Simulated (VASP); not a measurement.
# Be (Im-3m) in VASP: notebook

The runs below take Be through single point, with PBEsol, r2SCAN, LDA.

Program: VASP 6.6.1. These are calculated values, not measurements. Logs are shortened: lines on timing, memory, paths and dates and some standing lists are left out, and cuts for length are marked.

**1. The cell of the first run**

The structure is cubic, space group Im-3m (No. 229). The conventional cell has a = 2.506 Å, b = 2.506 Å, c = 2.506 Å, α = 90.00°, β = 90.00°, γ = 90.00°. Within 2.9 Å of Be (site symmetry m-3m) lie 14 Be at 2.17 to 2.51 Å.

**2. Single point, PBEsol**

Input file INCAR:

```
PREC = Accurate
ENCUT = 520
EDIFF = 1E-6
ISMEAR = -1
SIGMA = 0.05
LREAL = False
LASPH = True
NELM = 60
ALGO = Fast
ISIF = 2
LWAVE = False
LCHARG = False
GGA = PS
NBANDS = 7
```

Input file KPOINTS:

```
regular mesh
0
Gamma
  8 8 8
```

Input file POSCAR:

```
Be
1.0
   -1.2531209513      1.2531209513      1.2531209513
    1.2531209513     -1.2531209513      1.2531209513
    1.2531209513      1.2531209513     -1.2531209513
Be
1
Direct
    0.0000000000      0.0000000000      0.0000000000
```

Potentials or basis: VASP PAW PBE potentials, release 64 (Be).

On the command line:

```
cat potpaw_PBE.64/Be/POTCAR > POTCAR
mpirun -np 1 vasp_std > vasp.out
```

OUTCAR:

```text
PREC = Accurate
   ENCUT = 520
   EDIFF = 1E-6
   ISMEAR = -1
   LREAL = False
   LASPH = True
   NELM = 60
   ISIF = 2
   GGA = PS

 ion  position               nearest neighbor table
   1  0.000  0.000  0.000-

  LATTYP: Found a body centered cubic cell.
 ALAT       =     2.5062419026

  Lattice vectors:

 A1 = (  -1.2531209513,   1.2531209513,   1.2531209513)
 A2 = (   1.2531209513,  -1.2531209513,   1.2531209513)
 A3 = (   1.2531209513,   1.2531209513,  -1.2531209513)

Analysis of symmetry for initial positions (statically):
=====================================================================
 Subroutine PRICEL returns:
 Original cell was already a primitive cell.

 Routine SETGRP: Setting up the symmetry group for a
 body centered cubic supercell.

 Subroutine GETGRP returns: Found 48 space group operations
 (whereof 48 operations were pure point group operations)
 out of a pool of 48 trial point group operations.

The static configuration has the point symmetry O_h .

Analysis of symmetry for dynamics (positions and initial velocities):
=====================================================================
 Subroutine PRICEL returns:
 Original cell was already a primitive cell.

 Routine SETGRP: Setting up the symmetry group for a
 body centered cubic supercell.

 Subroutine GETGRP returns: Found 48 space group operations
 (whereof 48 operations were pure point group operations)
 out of a pool of 48 trial point group operations.

The dynamic configuration has the point symmetry O_h .

 Subroutine INISYM returns: Found 48 space group operations
 (whereof 48 operations are pure point group operations),
 and found     1 'primitive' translations

----------------------------------------------------------------------------------------

                                     Primitive cell

  volume of cell :       7.8712

  direct lattice vectors                    reciprocal lattice vectors
    -1.253120951  1.253120951  1.253120951     0.000000000  0.399003783  0.399003783
     1.253120951 -1.253120951  1.253120951     0.399003783  0.000000000  0.399003783
     1.253120951  1.253120951 -1.253120951     0.399003783  0.399003783  0.000000000

  length of vectors
     2.170469156  2.170469156  2.170469156     0.564276561  0.564276561  0.564276561

  position of ions in fractional coordinates (direct lattice)
     0.000000000  0.000000000  0.000000000

  ion indices of the primitive-cell ions
   primitive index   ion index
                 1           1

----------------------------------------------------------------------------------------

 KPOINTS: regular mesh

Automatic generation of k-mesh.
 Grid dimensions read from file:
 generate k-points for:    8    8    8

 Generating k-lattice:

  Cartesian coordinates                     Fractional coordinates (reciprocal lattice)
     0.000000000  0.049875473  0.049875473     0.125000000  0.000000000  0.000000000
     0.049875473  0.000000000  0.049875473     0.000000000  0.125000000  0.000000000
     0.049875473  0.049875473  0.000000000     0.000000000  0.000000000  0.125000000

  Length of vectors
     0.070534570  0.070534570  0.070534570

  Shift w.r.t. Gamma in fractional coordinates (k-lattice)
     0.000000000  0.000000000  0.000000000

 Subroutine IBZKPT returns following result:
 ===========================================

 Found     29 irreducible k-points:

 Following reciprocal coordinates:
            Coordinates               Weight
  0.000000  0.000000  0.000000      1.000000
  0.125000  0.000000  0.000000     12.000000
  0.250000  0.000000  0.000000     12.000000
  0.375000  0.000000  0.000000     12.000000
  0.500000  0.000000  0.000000      6.000000
  0.125000  0.125000  0.000000     24.000000
[... 16 lines left out ...]
 -0.250000  0.250000  0.250000      6.000000
 -0.375000  0.375000  0.250000     24.000000
 [... further k-points ...]
   k-points           NKPTS =     29   k-points in BZ     NKDIM =     29   number of bands    NBANDS=      7
   number of dos      NEDOS =    301   number of ions     NIONS =      1
   total plane-waves  NPLWV =   4096
   dimension x,y,z NGX =    16 NGY =   16 NGZ =   16
   dimension x,y,z NGXF=    32 NGYF=   32 NGZF=   32
   ions per type =               1
   NGX,Y,Z   is equivalent  to a cutoff of  12.26, 12.26, 12.26 a.u.
   NGXF,Y,Z  is equivalent  to a cutoff of  24.51, 24.51, 24.51 a.u.
 SYSTEM =  unknown system
   PREC   = accura    normal or accurate (medium, high low for compatibility)
   ISTART =      0    job   : 0-new  1-cont  2-samecut
   ICHARG =      2    charge: 1-file 2-atom 10-const
   ISPIN  =      1    spin polarized calculation?
   LNONCOLLINEAR =      F non collinear calculations
   LSORBIT =      F    spin-orbit coupling
   LASPH  =      T    aspherical Exc in radial PAW
   ENCUT  =  520.0 eV  38.22 Ry    6.18 a.u.   4.04  4.04  4.04*2*pi/ulx,y,z
   NELM   =     60;   NELMIN=  2; NELMDL= -5     # of ELM steps
   EDIFF  = 0.1E-05   stopping-criterion for ELM
   LREAL  =      F    real-space projection
   EDIFFG = 0.1E-04   stopping-criterion for IOM
   NSW    =      0    number of steps for IOM
   IBRION =     -1    ionic relax: 0-MD 1-quasi-New 2-CG
   NFREE  =      0    steps in history (QN), initial steepest desc. (CG)
   ISIF   =      2    stress and relaxation
   ISYM   =      2    0-nonsym 1-usesym 2-fastsym
   POTIM  = 0.5000    time-step for ionic-motion
   TEBEG  =    0.0;   TEEND  =   0.0 temperature during run
   PSTRESS=    0.0 pullay stress
   NELECT =       2.0000    total number of electrons
   NUPDOWN=      -1.0000    fix difference up-down
   EMIN   =  10.00;   EMAX   =-10.00  energy-range for DOS
   EFERMI =   0.00;   METHOD = LEGACY
   ISMEAR =    -1;   SIGMA  =   0.05  broadening in eV -4-tet -1-fermi 0-gaus
   EFERMI_NEDOS =   21; number of points for ismear=-14 and -15
   IALGO  =     68    algorithm
   IMIX   =      4    mixing-type and parameters
     AMIX     =   0.40;   BMIX     =  1.00
     AMIX_MAG =   1.60;   BMIX_MAG =  1.00
  volume/ion in A,a.u.               =       7.87        53.12
  Fermi-wavevector in a.u.,A,eV,Ry     =   1.036904  1.959464 14.628572  1.075170
  Thomas-Fermi vector in A             =   2.171317
   LORBIT       =      0    0 simple, 1 ext, 2 COOP (PROOUT), +10 PAW based schemes
   GGA     = PS    functional components
   LHFCALC =     F    Hartree Fock is set to
   AEXX    =    0.0000 exact exchange contribution
   IVDW    =     0    specifies the selected vdW correction
   LEPSILON=     F    determine dielectric tensor
   LRPA    =     F    only Hartree local field effects (RPA)
 non-spin polarized calculation
 RMM-DIIS sequential band-by-band and
  energy-cutoff  :      520.00
  volume of cell :        7.87
 maximum number of plane-waves:       236
   NGX =  7   NGY =  7   NGZ =  7

 number of electron       2.0000000 magnetization

 Free energy of the ion-electron system (eV)
  ---------------------------------------------------
  ext. energy  EPLUGINS =         0.00000000
  ---------------------------------------------------
  free energy    TOTEN  =        -3.91331994 eV

  energy without entropy =       -3.91048539  energy(sigma->0) =       -3.91190267

 E-fermi :   7.9066     XC(G=0): -10.6281

 val. band max:        6.9775477148   @ k =  -0.3750  -0.3750   0.1250
 cond. band min:       7.9509505608   @ k =   0.3750   0.2500   0.0000
 fundamental gap:      0.9734028460
 Fermi energy:         7.9065552929

 k-point     1 :       0.0000    0.0000    0.0000
  band No.  band energies     occupation
      1      -4.3161      2.00000
      2      27.2589      0.00000
      3      27.2589      0.00000
      4      27.2589      0.00000
      5      38.6174      0.00000
      6      38.6174      0.00000
      7      38.6174      0.00000

 k-point     2 :       0.1250    0.0000    0.0000
  band No.  band energies     occupation
      1      -3.7690      2.00000
      2      24.5105      0.00000
      3      25.4551      0.00000
      4      26.6346      0.00000
      5      34.6110      0.00000
      6      34.8679      0.00000
      7      38.9619      0.00000

 k-point     3 :       0.2500    0.0000    0.0000
  band No.  band energies     occupation
      1      -2.1312      2.00000
      2      18.0430      0.00000
      3      22.6960      0.00000
      4      25.1674      0.00000
      5      31.2440      0.00000
      6      33.2700      0.00000
      7      39.3410      0.00000

 k-point     4 :       0.3750    0.0000    0.0000
  band No.  band energies     occupation
      1       0.4926      2.00000
      2      11.7683      0.00000
      3      20.7984      0.00000
      4      23.8495      0.00000
      5      29.0334      0.00000
      6      33.7063      0.00000
      7      41.8449      0.00000

 k-point     5 :       0.5000    0.0000    0.0000
  band No.  band energies     occupation
      1       2.6789      2.00000
      2       8.3015      0.00074
      3      20.1426      0.00000
      4      23.3494      0.00000
      5      28.2939      0.00000
      6      34.1439      0.00000
      7      44.1396      0.00000
[... 161 lines left out ...]
 k-point    22 :       0.2500    0.2500    0.2500
  band No.  band energies     occupation
      1       8.5001      0.00001
      2       8.5001      0.00001
      3       8.5001      0.00001
      4      17.0424      0.00000
      5      44.5813      0.00000
      6      44.5813      0.00000
      7      44.5813      0.00000

 k-point    23 :      -0.2500    0.2500    0.2500
  band No.  band energies     occupation
      1       0.1388      2.00000
      2      17.3226      0.00000
      3      17.3226      0.00000
      4      23.6924      0.00000
      5      24.7988      0.00000
      6      40.7753      0.00000
      7      40.7754      0.00000

 k-point    24 :      -0.3750    0.3750    0.2500
  band No.  band energies     occupation
      1       2.9127      2.00000
      2      12.9087      0.00000
      3      15.2960      0.00000
      4      22.9840      0.00000
      5      25.3202      0.00000
      6      34.2135      0.00000
      7      40.1974      0.00000

 [... further k-points ...]
[... 5 lines left out ...]
  --------------------------------------------------------------------------------------
  -------------------------------------------------------------------------------------
  Total       -0.0734473     -0.0734473     -0.0734473      0.0000000      0.0000000      0.0000000
  in kB      -14.9502204    -14.9502204    -14.9502204      0.0000000      0.0000000      0.0000000
  external PRESSURE =     -14.9502204 kB  Pullay stress =       0.0000000 kB

 VOLUME and BASIS-vectors are now :
 -----------------------------------------------------------------------------
  energy-cutoff  :      520.00
  volume of cell :        7.87
      direct lattice vectors                 reciprocal lattice vectors
    -1.253120951  1.253120951  1.253120951     0.000000000  0.399003783  0.399003783
     1.253120951 -1.253120951  1.253120951     0.399003783  0.000000000  0.399003783
     1.253120951  1.253120951 -1.253120951     0.399003783  0.399003783  0.000000000

 POSITION                                       TOTAL-FORCE (eV/Angst)
 -----------------------------------------------------------------------------------
      0.00000      0.00000      0.00000         0.000000      0.000000      0.000000
 -----------------------------------------------------------------------------------
    total drift:                               -0.000000     -0.000000     -0.000000

  FREE ENERGIE OF THE ION-ELECTRON SYSTEM (eV)
  ---------------------------------------------------
  free  energy   TOTEN  =        -3.9133199422 eV

  energy  without entropy=       -3.9104853943  energy(sigma->0) =       -3.91190267
```

Wall time 1.3 s (1 thread of Intel Xeon Platinum 8259CL at 2.50GHz (Skylake/Cascade Lake), shared host); peak memory 0.1 GiB.

What came out:

- Free energy: -3.9133 eV
- Pressure: -1.5 GPa
- Band gap on the k mesh: zero (band 1 reaches 11.86 eV, above the bottom of band 2 at 6.98 eV)

Caveat: the k points lie up to 0.44 Å⁻¹ apart; the PAW data sets were made with another functional, which shifts forces and pressure a little.

**3. Single point, r2SCAN**

POSCAR is that of step 2.

Input file INCAR.step1:

```
SYSTEM = Be
ALGO = Normal ; EDIFF = 1E-4
ENCUT = 520 ; GGA = PE
ISMEAR = -1 ; LASPH = .True.
LCHARG = .False. ; LREAL = .False.
LWAVE = .True. ; NBANDS = 7
NELM = 80 ; PREC = Accurate
SIGMA = 0.05
```

Input file INCAR.step2:

```
SYSTEM = Be
ALGO = Normal ; EDIFF = 1E-6
ENCUT = 520 ; ISIF = 2
ISMEAR = -1 ; ISTART = 1
LASPH = .True. ; LCHARG = .False.
LMIXTAU = .True. ; LREAL = .False.
LWAVE = .False. ; METAGGA = R2SCAN
NBANDS = 7 ; NELM = 80
PREC = Accurate ; SIGMA = 0.05
```

Input file KPOINTS:

```
k-points
0
Gamma
  8 8 8
  0 0 0
```

Potentials or basis: VASP PAW PBE potentials, release 64 (Be).

On the command line:

```
cat potpaw_PBE.64/Be/POTCAR > POTCAR
cp INCAR.step1 INCAR
mpirun -np 1 vasp_std > vasp.out
cp INCAR.step2 INCAR
mpirun -np 1 vasp_std > vasp.out
```

Run time: 4.3 s. Hardware: 1 thread of Intel Xeon Platinum 8259CL at 2.50GHz (Skylake/Cascade Lake), shared host; peak memory 0.11 GiB.

Results (log left out):

```
Free energy            : -4.2569 eV
Pressure               : -0.6 GPa
Band gap on the k mesh : zero (band 1 reaches 12.44 eV, above the bottom of band 2 at 7.09 eV)
```

Levels at points of the mesh, in eV from the Fermi level:
```csv
k point,band 1,band 2,band 3,band 4,band 5
"(0.00, 0.00, 0.00)",-13.13,21.05,21.05,21.05,32.22
"(0.50, 0.00, 0.00)",-5.52,0.31,13.36,16.69,21.32
"(0.50, 0.50, 0.50)",4.40,4.40,4.40,10.10,10.10
```

Caveat: the k points lie up to 0.44 Å⁻¹ apart; the PAW data sets were made with another functional, which shifts forces and pressure a little.

**4. Single point, LDA**

This run uses another cell than the first one, of 7.46 Å³/atom, 0.948 times its volume.

Input file INCAR:

```
SYSTEM = Be
ALGO = Normal
EDIFF = 1E-6
ENCUT = 520
GGA = CA
ISIF = 2
ISMEAR = 0
LASPH = .True.
LCHARG = .False.
LREAL = .False.
LWAVE = .False.
NBANDS = 7
NELM = 100
PREC = Accurate
SIGMA = 0.01
```

Input file KPOINTS:

```
k-points
0
Gamma
  15 15 15
  0 0 0
```

Input file POSCAR:

```
Be
1.0
   -1.2309162622      1.2309162622      1.2309162622
    1.2309162622     -1.2309162622      1.2309162622
    1.2309162622      1.2309162622     -1.2309162622
Be
1
Direct
    0.0000000000      0.0000000000      0.0000000000
```

Potentials or basis: VASP PAW LDA potentials, release 64 (Be).

On the command line:

```
cat potpaw_LDA.64/Be/POTCAR > POTCAR
mpirun -np 1 vasp_std > vasp.out
```

Run time: 4.6 s. Hardware: 1 thread of AMD EPYC 7R13, shared host; peak memory 0.08 GiB.

It converged, with:

| Item | Value |
| --- | --- |
| Free energy | -4.1118 eV |
| Pressure | 0.4 GPa |
| Band gap on the k mesh | zero (band 1 reaches 11.24 eV, above the bottom of band 2 at 6.70 eV) |

Levels at points of the mesh, in eV from the Fermi level:
```
           k point  band 1  band 2  band 3  band 4
(0.00, 0.00, 0.00)  -12.27   19.97   19.97   19.97
```

**5. Single point, PBEsol**

Input file INCAR:

```
SYSTEM = Be
PREC = Accurate
ENCUT = 520
EDIFF = 1E-6
ISMEAR = -1
SIGMA = 0.1
LREAL = .False.
LASPH = .True.
NELM = 80
ALGO = Normal
ISIF = 2
LWAVE = .False.
LCHARG = .False.
GGA = PS
NBANDS = 7
```

Input file KPOINTS:

```
Automatic mesh
0
Gamma
  15 15 15
  0 0 0
```

Input file POSCAR:

```
Be
1.0
    2.1704691600      0.0000000000      0.0000000000
   -0.7234897198      2.0463379486      0.0000000000
   -0.7234897198     -1.0231689739      1.7721806484
Be
1
Direct
    0.0000000000      0.0000000000      0.0000000000
```

Potentials or basis: VASP PAW PBE potentials, release 64 (Be).

On the command line:

```
cat potpaw_PBE.64/Be/POTCAR > POTCAR
mpirun -np 1 vasp_std > vasp.out
```

Run time: 4.6 s. Hardware: 1 thread of AMD EPYC 7R13, shared host; peak memory 0.08 GiB.

It converged, with:

- Free energy: -3.9002 eV
- Pressure: -1.5 GPa
- Band gap on the k mesh: zero (band 1 reaches 10.95 eV, above the bottom of band 2 at 6.54 eV)

Levels at points of the mesh, in eV from the Fermi level:
```csv
k point,band 1,band 2,band 3,band 4
"(0.00, 0.00, 0.00)",-12.14,19.44,19.44,19.44
```

Caveat: the PAW data sets were made with another functional, which shifts forces and pressure a little.

**6. Overview**

```csv
level,potentials or basis,cell,k mesh,smearing,gap on the mesh (eV),pressure (GPa)
PBEsol,"VASP PAW PBE potentials, release 64 (Be)","a = 2.170 Å, angles 109.5°, 1 atom",8 × 8 × 8,fermi-dirac 0.05 eV,none,-1.5
r2SCAN,"VASP PAW PBE potentials, release 64 (Be)","a = 2.170 Å, angles 109.5°, 1 atom",8 × 8 × 8,fermi-dirac 0.05 eV,none,-0.6
LDA,"VASP PAW LDA potentials, release 64 (Be)","a = 2.132 Å, angles 109.5°, 1 atom",15 × 15 × 15,gaussian 0.01 eV,none,0.4
PBEsol,"VASP PAW PBE potentials, release 64 (Be)","a = 2.170 Å, angles 109.5°, 1 atom",15 × 15 × 15,fermi-dirac 0.1 eV,none,-1.5
```

Alike in all rows: task single point; no spin polarisation; cutoff (eV) 520.

Caveats: some runs use coarse meshes; the PAW data sets were made with another functional, which shifts forces and pressure a little (some runs).

Total energies depend on the potentials used, so only differences within one code and one set of settings carry meaning.
